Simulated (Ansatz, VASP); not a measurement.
## Two plane-wave programs on TiC

Contents of INCAR:

```
PREC = Accurate
ENCUT = 520
EDIFF = 1E-6
ISMEAR = -1
SIGMA = 0.15
LREAL = F
LASPH = T
NELM = 60
ALGO = Normal
ISIF = 2
LWAVE = F
LCHARG = F
GGA = PS
NBANDS = 15
```

KPOINTS

```
Automatic mesh
0
Gamma
  16 16 16
```

The input POSCAR:

```
TiC
1.0
    0.0000000000      2.1610180311      2.1610180311
    2.1610180311      0.0000000000      2.1610180311
    2.1610180311      2.1610180311      0.0000000000
Ti C
1 1
Direct
    0.0000000000      0.0000000000      0.0000000000
    0.5000000000      0.5000000000      0.5000000000
```

Input for Ansatz:

```yaml
crystal:
  lattice:
    - [0.0, 2.1610180311, 2.1610180311]
    - [2.1610180311, 0.0, 2.1610180311]
    - [2.1610180311, 2.1610180311, 0.0]
  atoms:
    - { symbol: Ti, position: [0.0, 0.0, 0.0] }
    - { symbol: C, position: [0.5, 0.5, 0.5] }
basis:
  ecutwfc: 420
kpoints:
  mp_grid: { grid: [16, 16, 16] }
hamiltonian:
  xc: pbesol
scf:
  occupations: { method: fermi_dirac, width: 0.15 }
output:
  forces: true
  stress: true
  eigenvalues: true
```

Alike in both runs: task single point; functional PBEsol; k mesh 16 × 16 × 16; occupations fermi-dirac, width 0.15 eV; no spin polarisation.

|  | VASP | Ansatz |
| --- | --- | --- |
| version | VASP 6.6.1 | Ansatz 0.2.0 |
| potentials or method | VASP PAW PBE potentials, release 64 (Ti_sv, C), cutoff 520 eV | scalar-relativistic, plane waves, PAW |
| valence electrons in the cell | 16 | 16 |

|  | VASP | Ansatz | Ansatz less VASP |
| --- | --- | --- | --- |
| gap on the k mesh at the Fermi level (eV) | none | none | - |
| pressure (GPa) | -4.8 | -5.1 | -0.25 |

VASP's potentials were made for PBE, not for PBEsol. A gap of «none» marks a metal or a gap that the smearing closes.
